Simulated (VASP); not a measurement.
# Gd (P6_3/mmc) in VASP: further runs

Runs on Gd. Level: PBEsol. Tasks: single point.

Program: VASP 6.6.1. These are calculated values, not measurements. Logs are shortened: lines on timing, memory, paths and dates and some standing lists are left out, and cuts for length are marked.

## 1. The cell of the first run

The structure is hexagonal, space group P6_3/mmc (No. 194). Conventional cell: a = 3.636 Å, b = 3.636 Å, c = 5.783 Å, α = 90.00°, β = 90.00°, γ = 120.00°. Within 4.7 Å of Gd (site symmetry -6m2) lie 12 Gd at 3.57 to 3.64 Å.

## 2. Single point, PBEsol, collinear spin, ferromagnetic start

The input, INCAR:

```
PREC     = Accurate       # precision mode
ENCUT    = 520            # plane-wave cutoff, eV
EDIFF    = 1E-6           # SCF threshold, eV
ISMEAR   = -1             # smearing method
SIGMA    = 0.05           # smearing width, eV
LREAL    = F              # projectors in reciprocal space
LASPH    = T              # aspherical terms in the spheres
NELM     = 150            # most SCF steps
ALGO     = Normal         # electronic algorithm
ISIF     = 2              # what is computed and relaxed
LWAVE    = F              # write WAVECAR
LCHARG   = F              # write CHGCAR
ISPIN    = 2              # spin polarisation
MAGMOM   = 7 7            # initial moments
LORBIT   = 11             # projections on sites
LMAXMIX  = 6              # l up to which the mixer works
GGA      = PS             # functional
NBANDS   = 29             # bands
```

The input, KPOINTS:

```
Automatic mesh
0
Gamma
  8 8 5
```

The input, POSCAR:

```
Gd
1.0
    3.6360000000      0.0000000000      0.0000000000
   -1.8180000000      3.1488683682      0.0000000000
    0.0000000000      0.0000000000      5.7826000000
Gd
2
Direct
    0.6666666667      0.3333333333      0.7500000000
    0.3333333333      0.6666666667      0.2500000000
```

Potentials or basis: VASP PAW PBE potentials, release 64 (Gd).

Command:

```sh
cat potpaw_PBE.64/Gd/POTCAR > POTCAR
mpirun -np 1 vasp_std > vasp.out
```

OUTCAR:

```text
PREC = Accurate
   ENCUT = 520
   EDIFF = 1E-6
   ISMEAR = -1
   LREAL = F
   LASPH = T
   NELM = 150
   ISIF = 2
   ISPIN = 2
   LORBIT = 11
   GGA = PS

 ion  position               nearest neighbor table
   1  0.667  0.333  0.750-
   2  0.333  0.667  0.250-

  LATTYP: Found a hexagonal cell.
 ALAT       =     3.6360000000
 C/A-ratio  =     1.5903740374

  Lattice vectors:

 A1 = (   3.6360000000,   0.0000000000,   0.0000000000)
 A2 = (  -1.8180000000,   3.1488683682,   0.0000000000)
 A3 = (   0.0000000000,   0.0000000000,   5.7826000000)

Analysis of symmetry for initial positions (statically):
=====================================================================
 Subroutine PRICEL returns:
 Original cell was already a primitive cell.

 Routine SETGRP: Setting up the symmetry group for a
 hexagonal supercell.

 Subroutine GETGRP returns: Found 24 space group operations
 (whereof 12 operations were pure point group operations)
 out of a pool of 24 trial point group operations.

The static configuration has the point symmetry D_3d.
 The point group associated with its full space group is D_6h.

Analysis of symmetry for dynamics (positions and initial velocities):
=====================================================================
 Subroutine PRICEL returns:
 Original cell was already a primitive cell.

 Routine SETGRP: Setting up the symmetry group for a
 hexagonal supercell.

 Subroutine GETGRP returns: Found 24 space group operations
 (whereof 12 operations were pure point group operations)
 out of a pool of 24 trial point group operations.

The dynamic configuration has the point symmetry D_3d.
 The point group associated with its full space group is D_6h.

Analysis of structural, dynamic, and magnetic symmetry:
=====================================================================
 Subroutine PRICEL returns:
 Original cell was already a primitive cell.

 Routine SETGRP: Setting up the symmetry group for a
 hexagonal supercell.

 Subroutine GETGRP returns: Found 24 space group operations
 (whereof 12 operations were pure point group operations)
 out of a pool of 24 trial point group operations.

The overall configuration has the point symmetry D_3d.
 The point group associated with its full space group is D_6h.

 Subroutine INISYM returns: Found 24 space group operations
 (whereof 12 operations are pure point group operations),
 and found     1 'primitive' translations

[... 110 lines left out ...]
   EFERMI_NEDOS =   21; number of points for ismear=-14 and -15
   IALGO  =     38    algorithm
   IMIX   =      4    mixing-type and parameters
     AMIX     =   0.40;   BMIX     =  1.00
     AMIX_MAG =   1.60;   BMIX_MAG =  1.00
  volume/ion in A,a.u.               =      33.10       223.39
  Fermi-wavevector in a.u.,A,eV,Ry     =   1.336211  2.525073 24.292668  1.785461
  Thomas-Fermi vector in A             =   2.464856
   LORBIT       =     11    0 simple, 1 ext, 2 COOP (PROOUT), +10 PAW based schemes
   GGA     = PS    functional components
   LHFCALC =     F    Hartree Fock is set to
   AEXX    =    0.0000 exact exchange contribution
   IVDW    =     0    specifies the selected vdW correction
   LEPSILON=     F    determine dielectric tensor
   LRPA    =     F    only Hartree local field effects (RPA)
 spin polarized calculation
  energy-cutoff  :      520.00
  volume of cell :       66.21
 maximum number of plane-waves:      1796
 NGX is ok and might be reduce to    28
   NGX = 13   NGY = 13   NGZ = 21

 number of electron      36.0000005 magnetization      15.2157208

 Free energy of the ion-electron system (eV)
  ---------------------------------------------------
  ext. energy  EPLUGINS =         0.00000000
  ---------------------------------------------------
  free energy    TOTEN  =       -24.05657608 eV

  energy without entropy =      -24.02712068  energy(sigma->0) =      -24.04184838

 E-fermi :   2.8177     XC(G=0): -10.1065

 val. band max:        2.8014978894   @ k =   0.5000   0.0000   0.2000
 cond. band min:       2.8188929223   @ k =   0.3750   0.2500   0.0000
 fundamental gap:      0.0173950329
 Fermi energy:         2.8177008652

 spin component 1

 k-point     1 :       0.0000    0.0000    0.0000
  band No.  band energies     occupation
      1     -42.4267      1.00000
      2     -42.3570      1.00000
      3     -20.1843      1.00000
      4     -19.5693      1.00000
      5     -19.5693      1.00000
      6     -19.4622      1.00000
[... 757 lines left out ...]
     28       4.0786      0.00000
     29       4.8865      0.00000

 [... further k-points ...]

 spin component 2

 k-point     1 :       0.0000    0.0000    0.0000
  band No.  band energies     occupation
      1     -39.2179      1.00000
      2     -39.1304      1.00000
      3     -17.9309      1.00000
      4     -17.1773      1.00000
      5     -17.1773      1.00000
      6     -17.0509      1.00000
[... 757 lines left out ...]
     28       5.2668      0.00000
     29       6.0361      0.00000

 [... further k-points ...]
[... 5 lines left out ...]
  --------------------------------------------------------------------------------------
  -------------------------------------------------------------------------------------
  Total       -0.7696372     -0.7696372     -0.6619831      0.0000000      0.0000000     -0.0000000
  in kB      -18.6249491    -18.6249491    -16.0197574      0.0000000      0.0000000     -0.0000000
  external PRESSURE =     -17.7565519 kB  Pullay stress =       0.0000000 kB

 VOLUME and BASIS-vectors are now :
 -----------------------------------------------------------------------------
  energy-cutoff  :      520.00
  volume of cell :       66.21
      direct lattice vectors                 reciprocal lattice vectors
     3.636000000  0.000000000  0.000000000     0.275027503  0.158787203  0.000000000
    -1.818000000  3.148868368  0.000000000     0.000000000  0.317574405  0.000000000
     0.000000000  0.000000000  5.782600000     0.000000000  0.000000000  0.172932591

 POSITION                                       TOTAL-FORCE (eV/Angst)
 -----------------------------------------------------------------------------------
      1.81800      1.04962      4.33695         0.000000      0.000000      0.000000
     -0.00000      2.09925      1.44565        -0.000000      0.000000      0.000000
 -----------------------------------------------------------------------------------
    total drift:                                0.000000     -0.000000      0.000000

  FREE ENERGIE OF THE ION-ELECTRON SYSTEM (eV)
  ---------------------------------------------------
  free  energy   TOTEN  =       -24.0565760781 eV

  energy  without entropy=      -24.0271206759  energy(sigma->0) =      -24.04184838

 total charge

# of ion       s       p       d       f       tot
--------------------------------------------------
    1        2.072   5.549   0.569   6.984  15.175
    2        2.072   5.549   0.569   6.984  15.175
--------------------------------------------------
tot          4.145  11.098   1.139  13.969  30.351

 magnetization (x)

# of ion       s       p       d       f       tot
--------------------------------------------------
    1        0.005  -0.043   0.213   6.814   6.988
    2        0.005  -0.043   0.213   6.814   6.988
--------------------------------------------------
tot          0.009  -0.087   0.426  13.628  13.976
```

OSZICAR:

```text
N       E                     dE             d eps       ncg     rms          rms(c)
DAV:   1     0.257105041081E+03    0.25711E+03   -0.12209E+04  4797   0.610E+03
DAV:   2     0.409971223023E+02   -0.21611E+03   -0.19416E+03  4894   0.424E+02
DAV:   3    -0.105979201993E+02   -0.51595E+02   -0.48486E+02  5805   0.183E+02
[... 21 lines left out ...]
DAV:  25    -0.240565749465E+02    0.40754E-05   -0.46570E-05  6529   0.107E-01    0.840E-02
DAV:  26    -0.240565833392E+02   -0.83927E-05   -0.24666E-05  5448   0.887E-02    0.170E-01
DAV:  27    -0.240565783091E+02    0.50301E-05   -0.10373E-05  4538   0.762E-02    0.334E-02
DAV:  28    -0.240565757214E+02    0.25877E-05   -0.62244E-06  4067   0.559E-02    0.285E-02
DAV:  29    -0.240565760781E+02   -0.35670E-06   -0.25252E-06  2682   0.323E-02
   1 F= -.24056576E+02 E0= -.24041848E+02  d E =-.294554E-01  mag=    15.2163
```

stdout:

```text
POSCAR found type information on POSCAR Gd
 POSCAR found :  1 types and       2 ions
 scaLAPACK will be used
 -----------------------------------------------------------------------------
|                                                                             |
|                                                                             |
|     You enforced a specific xc type in the INCAR file but a different       |
|     I HOPE YOU KNOW WHAT YOU ARE DOING!                                     |
|                                                                             |
 -----------------------------------------------------------------------------

 LDA part: xc-table for (Slater+PW92), standard interpolation
 POSCAR, INCAR and KPOINTS ok, starting setup
 FFT: planning ... GRIDC
 FFT: planning ... GRID_SOFT
 FFT: planning ... GRID
 WAVECAR not read
 entering main loop
```

Run time: 5.9 min. Hardware: 1 thread of AMD EPYC 7R13 (Zen 3), shared host; peak memory 0.24 GiB.

What came out:

* Free energy: -24.0566 eV
* Pressure: -1.8 GPa
* Net moment: 15.22 μB per cell
* Site moments: Gd +6.99 μB
* Valence electrons inside the program's atomic spheres: Gd 15.18

Levels at points of the mesh, in eV from the Fermi level:
Spin up:
| k point | band 22 | band 23 | band 24 | band 25 | band 26 | band 27 | band 28 | band 29 |
| --- | --- | --- | --- | --- | --- | --- | --- | --- |
| (0.00, 0.00, 0.00) | -4.68 | -4.67 | -2.48 | 1.06 | 1.32 | 1.32 | 1.50 | 1.95 |
| (0.50, 0.00, 0.00) | -4.68 | -2.14 | -1.74 | -1.30 | -0.09 | 1.06 | 1.10 | 1.76 |
Spin down:
```csv
k point,band 8,band 9,band 10,band 11,band 12,band 13
"(0.00, 0.00, 0.00)",-19.85,-4.19,-1.47,0.32,0.36,0.41
"(0.50, 0.00, 0.00)",-19.96,-1.10,-0.89,-0.56,0.36,0.42
```

Caveat: the PAW data sets were made with another functional, which shifts forces and pressure a little; spin-orbit coupling is left out, which moves the levels of the heavy elements.

## 3. Single point, PBEsol, collinear spin, ferromagnetic start

The input, INCAR:

```
SYSTEM = Gd
ALGO = Normal
EDIFF = 1E-6
ENCUT = 520
GGA = PS
ISIF = 2
ISMEAR = -1
ISPIN = 2
LASPH = .True.
LCHARG = .True.
LELF = .True.
LMAXMIX = 6
LORBIT = 11
LREAL = .False.
LVHAR = .True.
LWAVE = .False.
MAGMOM = 7 7
NBANDS = 29
NELM = 150
PREC = Accurate
SIGMA = 0.05
```

The input, KPOINTS:

```
k-points
0
Gamma
  8 8 5
  0 0 0
```

POSCAR is that of step 2.

Potentials or basis: VASP PAW PBE potentials, release 64 (Gd).

Command:

```sh
cat potpaw_PBE.64/Gd/POTCAR > POTCAR
mpirun -np 1 vasp_std > vasp.out
```

OUTCAR:

```text
SYSTEM = Gd
   EDIFF = 1E-6
   ENCUT = 520
   GGA = PS
   ISIF = 2
   ISMEAR = -1
   ISPIN = 2
   LASPH = .True.
   LORBIT = 11
   LREAL = .False.
   NELM = 150
   PREC = Accurate

 ion  position               nearest neighbor table
   1  0.667  0.333  0.750-
   2  0.333  0.667  0.250-

  LATTYP: Found a hexagonal cell.
 ALAT       =     3.6360000000
 C/A-ratio  =     1.5903740374

  Lattice vectors:

 A1 = (   3.6360000000,   0.0000000000,   0.0000000000)
 A2 = (  -1.8180000000,   3.1488683682,   0.0000000000)
 A3 = (   0.0000000000,   0.0000000000,   5.7826000000)

Analysis of symmetry for initial positions (statically):
=====================================================================
 Subroutine PRICEL returns:
 Original cell was already a primitive cell.

 Routine SETGRP: Setting up the symmetry group for a
 hexagonal supercell.

 Subroutine GETGRP returns: Found 24 space group operations
 (whereof 12 operations were pure point group operations)
 out of a pool of 24 trial point group operations.

The static configuration has the point symmetry D_3d.
 The point group associated with its full space group is D_6h.

Analysis of symmetry for dynamics (positions and initial velocities):
=====================================================================
 Subroutine PRICEL returns:
 Original cell was already a primitive cell.

 Routine SETGRP: Setting up the symmetry group for a
 hexagonal supercell.

 Subroutine GETGRP returns: Found 24 space group operations
 (whereof 12 operations were pure point group operations)
 out of a pool of 24 trial point group operations.

[... 144 lines left out ...]
   IVDW    =     0    specifies the selected vdW correction
   LEPSILON=     F    determine dielectric tensor
   LRPA    =     F    only Hartree local field effects (RPA)
 spin polarized calculation
  energy-cutoff  :      520.00
  volume of cell :       66.21
 maximum number of plane-waves:      1796
 NGX is ok and might be reduce to    28
   NGX = 13   NGY = 13   NGZ = 21

 number of electron      36.0000005 magnetization      15.2157208

 Free energy of the ion-electron system (eV)
  ---------------------------------------------------
  ext. energy  EPLUGINS =         0.00000000
  ---------------------------------------------------
  free energy    TOTEN  =       -24.05657608 eV

  energy without entropy =      -24.02712068  energy(sigma->0) =      -24.04184838

 E-fermi :   2.8177     XC(G=0): -10.1065

 val. band max:        2.8014978894   @ k =   0.5000   0.0000   0.2000
 cond. band min:       2.8188929223   @ k =   0.3750   0.2500   0.0000
 fundamental gap:      0.0173950329
 Fermi energy:         2.8177008652

 spin component 1

 k-point     1 :       0.0000    0.0000    0.0000
  band No.  band energies     occupation
      1     -42.4267      1.00000
      2     -42.3570      1.00000
      3     -20.1843      1.00000
      4     -19.5693      1.00000
      5     -19.5693      1.00000
      6     -19.4622      1.00000
[... 757 lines left out ...]
     28       4.0786      0.00000
     29       4.8865      0.00000

 [... further k-points ...]

 spin component 2

 k-point     1 :       0.0000    0.0000    0.0000
  band No.  band energies     occupation
      1     -39.2179      1.00000
      2     -39.1304      1.00000
      3     -17.9309      1.00000
      4     -17.1773      1.00000
      5     -17.1773      1.00000
      6     -17.0509      1.00000
[... 757 lines left out ...]
     28       5.2668      0.00000
     29       6.0361      0.00000

 [... further k-points ...]
[... 5 lines left out ...]
  --------------------------------------------------------------------------------------
  -------------------------------------------------------------------------------------
  Total       -0.7696372     -0.7696372     -0.6619831      0.0000000      0.0000000     -0.0000000
  in kB      -18.6249491    -18.6249491    -16.0197574      0.0000000      0.0000000     -0.0000000
  external PRESSURE =     -17.7565519 kB  Pullay stress =       0.0000000 kB

 VOLUME and BASIS-vectors are now :
 -----------------------------------------------------------------------------
  energy-cutoff  :      520.00
  volume of cell :       66.21
      direct lattice vectors                 reciprocal lattice vectors
     3.636000000  0.000000000  0.000000000     0.275027503  0.158787203  0.000000000
    -1.818000000  3.148868368  0.000000000     0.000000000  0.317574405  0.000000000
     0.000000000  0.000000000  5.782600000     0.000000000  0.000000000  0.172932591

 POSITION                                       TOTAL-FORCE (eV/Angst)
 -----------------------------------------------------------------------------------
      1.81800      1.04962      4.33695         0.000000      0.000000      0.000000
     -0.00000      2.09925      1.44565        -0.000000      0.000000      0.000000
 -----------------------------------------------------------------------------------
    total drift:                                0.000000     -0.000000      0.000000

  FREE ENERGIE OF THE ION-ELECTRON SYSTEM (eV)
  ---------------------------------------------------
  free  energy   TOTEN  =       -24.0565760781 eV

  energy  without entropy=      -24.0271206759  energy(sigma->0) =      -24.04184838

 total charge

# of ion       s       p       d       f       tot
--------------------------------------------------
    1        2.072   5.549   0.569   6.984  15.175
    2        2.072   5.549   0.569   6.984  15.175
--------------------------------------------------
tot          4.145  11.098   1.139  13.969  30.351

 magnetization (x)

# of ion       s       p       d       f       tot
--------------------------------------------------
    1        0.005  -0.043   0.213   6.814   6.988
    2        0.005  -0.043   0.213   6.814   6.988
--------------------------------------------------
tot          0.009  -0.087   0.426  13.628  13.976
```

stdout:

```text
POSCAR found type information on POSCAR Gd
 POSCAR found :  1 types and       2 ions
 scaLAPACK will be used
 -----------------------------------------------------------------------------
|                                                                             |
|                                                                             |
|     You enforced a specific xc type in the INCAR file but a different       |
|     I HOPE YOU KNOW WHAT YOU ARE DOING!                                     |
|                                                                             |
 -----------------------------------------------------------------------------

 LDA part: xc-table for (Slater+PW92), standard interpolation
 POSCAR, INCAR and KPOINTS ok, starting setup
 FFT: planning ... GRIDC
 FFT: planning ... GRID_SOFT
 FFT: planning ... GRID
 WAVECAR not read
 entering main loop
```

Wall time 4.2 min (1 thread of AMD EPYC 7R13 (Zen 3), shared host); peak memory 0.24 GiB.

What came out:

* Free energy: -24.0566 eV
* Pressure: -1.8 GPa
* Net moment: 15.22 μB per cell
* Site moments: Gd +6.99 μB
* Valence electrons inside the program's atomic spheres: Gd 15.18

Caveat: the PAW data sets were made with another functional, which shifts forces and pressure a little; spin-orbit coupling is left out, which moves the levels of the heavy elements.
